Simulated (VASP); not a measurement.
# Hf (P6/mmm) in VASP: notebook, part 2 of 2

VASP 6.6.1.

## (5) Relaxation of cell and atoms, PBEsol, target pressure 100 GPa, at which the enthalpy is minimised

This run uses another cell than the first one, of 14.11 Å³/atom, 0.864 times its volume.

File INCAR:

```
SYSTEM = Hf
  ALGO = Normal
  EDIFF = 1E-6
  EDIFFG = -0.004
  ENCUT = 600
  GGA = PS
  IBRION = 2
  ISIF = 3
  ISMEAR = 0
  LASPH = .TRUE.
  LCHARG = .FALSE.
  LREAL = .FALSE.
  LWAVE = .FALSE.
  NELM = 100
  NSW = 70
  PREC = Accurate
  PSTRESS = 1000.0
  SIGMA = 0.1
```

File KPOINTS:

```
k-points
0
G
  12 12 16
  0 0 0
```

File POSCAR:

```
Hf
1.0
    4.2917002042      0.0000000000      0.0000000000
   -2.1458501021      3.7167214023      0.0000000000
    0.0000000000      0.0000000000      2.6531218605
Hf
3
Direct
    0.6666666667      0.3333333333      0.5000000000
    0.3333333333      0.6666666667      0.5000000000
    0.0000000000      0.0000000000      0.0000000000
```

Potentials or basis: VASP PAW PBE potentials, release 64 (Hf_pv).

Started as:

```sh
$ cat potpaw_PBE.64/Hf_pv/POTCAR > POTCAR
$ mpirun -np 1 vasp_std > vasp.out
```

OUTCAR:

```text
SYSTEM = Hf
   EDIFF = 1E-6
   EDIFFG = -0.004
   ENCUT = 600
   GGA = PS
   IBRION = 2
   ISIF = 3
   ISMEAR = 0
   LASPH = .TRUE.
   LREAL = .FALSE.
   NELM = 100
   NSW = 70
   PREC = Accurate
   PSTRESS = 1000.0

 ion  position               nearest neighbor table
   1  0.667  0.333  0.500-   2 2.48   2 2.48   2 2.48   3 2.81   3 2.81   3 2.81   3 2.81   3 2.81
                             3 2.81   2 3.63   2 3.63   2 3.63   2 3.63   2 3.63   2 3.63
   2  0.333  0.667  0.500-   1 2.48   1 2.48   1 2.48   3 2.81   3 2.81   3 2.81   3 2.81   3 2.81
                             3 2.81   1 3.63   1 3.63   1 3.63   1 3.63   1 3.63   1 3.63
   3  0.000  0.000  0.000-   1 2.81   2 2.81   1 2.81   2 2.81   1 2.81   1 2.81   2 2.81   2 2.81
                             1 2.81   1 2.81   2 2.81   2 2.81

  LATTYP: Found a hexagonal cell.
 ALAT       =     4.2917002042
 C/A-ratio  =     0.6181983210

  Lattice vectors:

 A1 = (   4.2917002042,   0.0000000000,   0.0000000000)
 A2 = (  -2.1458501021,   3.7167214023,   0.0000000000)
 A3 = (   0.0000000000,   0.0000000000,   2.6531218605)

Analysis of symmetry for initial positions (statically):
=====================================================================
 Subroutine PRICEL returns:
 Original cell was already a primitive cell.

 Routine SETGRP: Setting up the symmetry group for a
 hexagonal supercell.

 Subroutine GETGRP returns: Found 24 space group operations
 (whereof 24 operations were pure point group operations)
 out of a pool of 24 trial point group operations.

The static configuration has the point symmetry D_6h.

Analysis of symmetry for dynamics (positions and initial velocities):
=====================================================================
 Subroutine PRICEL returns:
 Original cell was already a primitive cell.

 Routine SETGRP: Setting up the symmetry group for a
 hexagonal supercell.

 Subroutine GETGRP returns: Found 24 space group operations
 (whereof 24 operations were pure point group operations)
 out of a pool of 24 trial point group operations.

The dynamic configuration has the point symmetry D_6h.

 Subroutine INISYM returns: Found 24 space group operations
 (whereof 24 operations are pure point group operations),
 and found     1 'primitive' translations

----------------------------------------------------------------------------------------

                                     Primitive cell

  volume of cell :      42.3201

  direct lattice vectors                    reciprocal lattice vectors
     4.291700204  0.000000000  0.000000000     0.233007888  0.134527167  0.000000000
    -2.145850102  3.716721402  0.000000000     0.000000000  0.269054334  0.000000000
     0.000000000  0.000000000  2.653121861     0.000000000  0.000000000  0.376914463

  length of vectors
     4.291700204  4.291700204  2.653121861     0.269054334  0.269054334  0.376914463

  position of ions in fractional coordinates (direct lattice)
     0.666666667  0.333333333  0.500000000
     0.333333333  0.666666667  0.500000000
     0.000000000  0.000000000  0.000000000

  ion indices of the primitive-cell ions
   primitive index   ion index
                 1           1
                 2           2
                 3           3

----------------------------------------------------------------------------------------
[... 52 lines left out ...]
   k-points           NKPTS =    171   k-points in BZ     NKDIM =    171   number of bands    NBANDS=     19
   number of dos      NEDOS =    301   number of ions     NIONS =      3
   total plane-waves  NPLWV =  31104
   dimension x,y,z NGX =    36 NGY =   36 NGZ =   24
   dimension x,y,z NGXF=    72 NGYF=   72 NGZF=   48
   ions per type =               3
   NGX,Y,Z   is equivalent  to a cutoff of  13.95, 13.95, 15.04 a.u.
   NGXF,Y,Z  is equivalent  to a cutoff of  27.89, 27.89, 30.08 a.u.
 SYSTEM =  Hf
   PREC   = accura    normal or accurate (medium, high low for compatibility)
   ISTART =      0    job   : 0-new  1-cont  2-samecut
   ICHARG =      2    charge: 1-file 2-atom 10-const
   ISPIN  =      1    spin polarized calculation?
   LNONCOLLINEAR =      F non collinear calculations
   LSORBIT =      F    spin-orbit coupling
   LASPH  =      T    aspherical Exc in radial PAW
   ENCUT  =  600.0 eV  44.10 Ry    6.64 a.u.   8.57  8.57  5.30*2*pi/ulx,y,z
   NELM   =    100;   NELMIN=  2; NELMDL= -5     # of ELM steps
   EDIFF  = 0.1E-05   stopping-criterion for ELM
   LREAL  =      F    real-space projection
   EDIFFG = -.4E-02   stopping-criterion for IOM
   NSW    =     70    number of steps for IOM
   IBRION =      2    ionic relax: 0-MD 1-quasi-New 2-CG
   NFREE  =      1    steps in history (QN), initial steepest desc. (CG)
   ISIF   =      3    stress and relaxation
   ISYM   =      2    0-nonsym 1-usesym 2-fastsym
   POTIM  = 0.5000    time-step for ionic-motion
   TEBEG  =    0.0;   TEEND  =   0.0 temperature during run
   PSTRESS= 1000.0 pullay stress
   NELECT =      30.0000    total number of electrons
   NUPDOWN=      -1.0000    fix difference up-down
   EMIN   =  10.00;   EMAX   =-10.00  energy-range for DOS
   EFERMI =   0.00;   METHOD = LEGACY
   ISMEAR =     0;   SIGMA  =   0.10  broadening in eV -4-tet -1-fermi 0-gaus
   EFERMI_NEDOS =   21; number of points for ismear=-14 and -15
   IALGO  =     38    algorithm
   IMIX   =      4    mixing-type and parameters
     AMIX     =   0.40;   BMIX     =  1.00
     AMIX_MAG =   1.60;   BMIX_MAG =  1.00
  volume/ion in A,a.u.               =      14.11        95.20
  Fermi-wavevector in a.u.,A,eV,Ry     =   1.459709  2.758451 28.990632  2.130751
  Thomas-Fermi vector in A             =   2.576245
   LORBIT       =      0    0 simple, 1 ext, 2 COOP (PROOUT), +10 PAW based schemes
   GGA     = PS    functional components
   LHFCALC =     F    Hartree Fock is set to
   AEXX    =    0.0000 exact exchange contribution
   IVDW    =     0    specifies the selected vdW correction
   LEPSILON=     F    determine dielectric tensor
   LRPA    =     F    only Hartree local field effects (RPA)
 conjugate gradient relaxation of ions
 non-spin polarized calculation
 Gauss-broadening in eV      SIGMA  =   0.10
  energy-cutoff  :      600.00
  volume of cell :       42.32
 maximum number of plane-waves:      1434
 NGX is ok and might be reduce to    36
   NGX = 17   NGY = 17   NGZ = 11

--------------------------------------- Ionic step        1  -------------------------------------------

 number of electron      29.9999999 magnetization

 Free energy of the ion-electron system (eV)
  ---------------------------------------------------
  ext. energy  EPLUGINS =         0.00000000
  ---------------------------------------------------
  free energy    TOTEN  =       -26.53525703 eV

  energy without entropy =      -26.52400418  energy(sigma->0) =      -26.52963060

------------------------ aborting loop because EDIFF is reached ----------------------------------------

  FORCE on cell =-STRESS in cart. coord.  units (eV):
  Direction    XX          YY          ZZ          XY          YZ          ZX
  --------------------------------------------------------------------------------------
  -------------------------------------------------------------------------------------
  Total       26.1250992     26.1250992     26.2694509      0.0000000      0.0000000      0.0000000
  in kB      989.0584279    989.0584279    994.5233731      0.0000000      0.0000000      0.0000000
  external PRESSURE =      -9.1199237 kB  Pullay stress =    1000.0000000 kB
[... 143 lines left out ...]
--------------------------------------- Ionic step        5  -------------------------------------------

 number of electron      29.9999999 magnetization

 Free energy of the ion-electron system (eV)
  ---------------------------------------------------
  ext. energy  EPLUGINS =         0.00000000
  ---------------------------------------------------
  free energy    TOTEN  =       -26.47994024 eV

  energy without entropy =      -26.46874115  energy(sigma->0) =      -26.47434070

 E-fermi :   8.1393     XC(G=0): -13.6996

 val. band max:        8.1377093053   @ k =   0.5000  -0.0000   0.2500
 cond. band min:       8.1428499371   @ k =   0.4167   0.1667   0.2500
 fundamental gap:      0.0051406318
 Fermi energy:         8.1393292705

 k-point     1 :       0.0000    0.0000    0.0000
  band No.  band energies     occupation
      1     -22.7530      2.00000
      2     -22.7530      2.00000
      3     -22.1643      2.00000
      4     -22.1643      2.00000
      5     -20.8791      2.00000
      6     -20.0603      2.00000
[... 505 lines left out ...]
      6     -20.6934      2.00000
[... 11 lines left out ...]
     18       9.8503      0.00000
     19      11.2871      0.00000

 [... further k-points ...]

------------------------ aborting loop because EDIFF is reached ----------------------------------------

  FORCE on cell =-STRESS in cart. coord.  units (eV):
  Direction    XX          YY          ZZ          XY          YZ          ZX
  --------------------------------------------------------------------------------------
  -------------------------------------------------------------------------------------
  Total       26.3582219     26.3582219     26.3535238      0.0000000     -0.0000000      0.0000000
  in kB      999.9898696    999.9898696    999.8116302      0.0000000     -0.0000000      0.0000000
  external PRESSURE =      -0.0695435 kB  Pullay stress =    1000.0000000 kB
[... 22 lines left out ...]
  energy  without entropy=      -26.4687411485  energy(sigma->0) =      -26.47434070

  enthalpy is  TOTEN    =        -0.1214513406 eV   P V=       26.3584889037

 reached required accuracy - stopping structural energy minimisation
```

CONTCAR:

```text
Hf
   1.00000000000000
     4.2871972164660592    0.0000000000000000    0.0000000000000000
    -2.1435986082330296    3.7128217005543163   -0.0000000000000000
     0.0000000000000000    0.0000000000000000    2.6530994873241602
  Hf
     3
Direct
     0.6666666667000030    0.3333333332999970    0.5000000000000000
     0.3333333332999970    0.6666666667000030    0.5000000000000000
     0.0000000000000000    0.0000000000000000    0.0000000000000000

  0.00000000E+00  0.00000000E+00  0.00000000E+00
  0.00000000E+00  0.00000000E+00  0.00000000E+00
  0.00000000E+00  0.00000000E+00  0.00000000E+00
```

Wall time 2.6 min (1 thread of Intel Xeon 6975P-C (Granite Rapids), shared host); peak memory 0.29 GiB.

Results:

| Item | Value |
| --- | --- |
| Free energy | -26.4799 eV |
| Relaxed volume | 14.08 Å³/atom |
| Relaxed cell | a = 4.287 Å, b = 4.287 Å, c = 2.653 Å, α = 90.00°, β = 90.00°, γ = 120.00° |
| Space group after relaxing (to 0.05 Å) | P6/mmm (No. 191) |
| Energy change on relaxing (the enthalpy is what falls) | +18.4 meV/atom |
| Ionic steps | 5 |
| Pressure after relaxing | 100.0 GPa |
| Band gap on the k mesh | zero (band 15 reaches 8.99 eV, above the bottom of band 16 at 7.52 eV) |

The path:
| step | energy change (eV) | largest force (eV/Å) | pressure (GPa) | volume (Å³) |
| --- | --- | --- | --- | --- |
| 1 | 0.0000 | 0.0000 | 99.09 | 42.32 |
| 2 | 0.3107 | 0.0000 | 104.06 | 41.83 |
| 3 | 0.0586 | 0.0000 | 100.04 | 42.23 |
| 4 | 0.0535 | 0.0000 | 99.98 | 42.23 |
| 5 | 0.0553 | 0.0000 | 99.99 | 42.23 |

Final structure:
```
CELL_PARAMETERS angstrom
4.28720 0.00000 0.00000
-2.14360 3.71282 0.00000
0.00000 0.00000 2.65310
ATOMIC_POSITIONS crystal
Hf 0.66667 0.33333 0.50000
Hf 0.33333 0.66667 0.50000
Hf 0.00000 0.00000 0.00000
```

Caveat: the cell is relaxed towards a set pressure, so the enthalpy falls and the energy may rise; the PAW data sets were made with another functional, which shifts forces and pressure a little; spin-orbit coupling is left out, which moves the levels of the heavy elements.

## (6) Overview

| task | cell | cutoff (eV) | gap on the mesh (eV) | pressure (GPa) |
| --- | --- | --- | --- | --- |
| single point | a = 4.494, b = 4.494, c = 2.799 Å, angles 90.0, 90.0, 120.0°, 3 atoms | 520 | none | 49.5 |
| relaxation of cell and atoms | relaxed to 50 GPa from a = 4.512, b = 4.512, c = 2.810 Å, angles 90.0, 90.0, 120.0°, 3 atoms | 600 | none | 50.0 |
| single point | a = 4.292, b = 4.292, c = 2.653 Å, angles 90.0, 90.0, 120.0°, 3 atoms | 520 | none | 99.1 |
| relaxation of cell and atoms | relaxed to 100 GPa from a = 4.292, b = 4.292, c = 2.653 Å, angles 90.0, 90.0, 120.0°, 3 atoms | 600 | none | 100.0 |

Alike in all rows: level PBEsol; potentials or basis VASP PAW PBE potentials, release 64 (Hf_pv); no spin polarisation; k mesh 12 × 12 × 16; smearing gaussian 0.1 eV.

Caveats: the PAW data sets were made with another functional, which shifts forces and pressure a little; spin-orbit coupling is left out, which moves the levels of the heavy elements; the cell is relaxed towards a set pressure, so the enthalpy falls and the energy may rise (some runs).

Absolute energies hang on the potentials; compare differences alone.
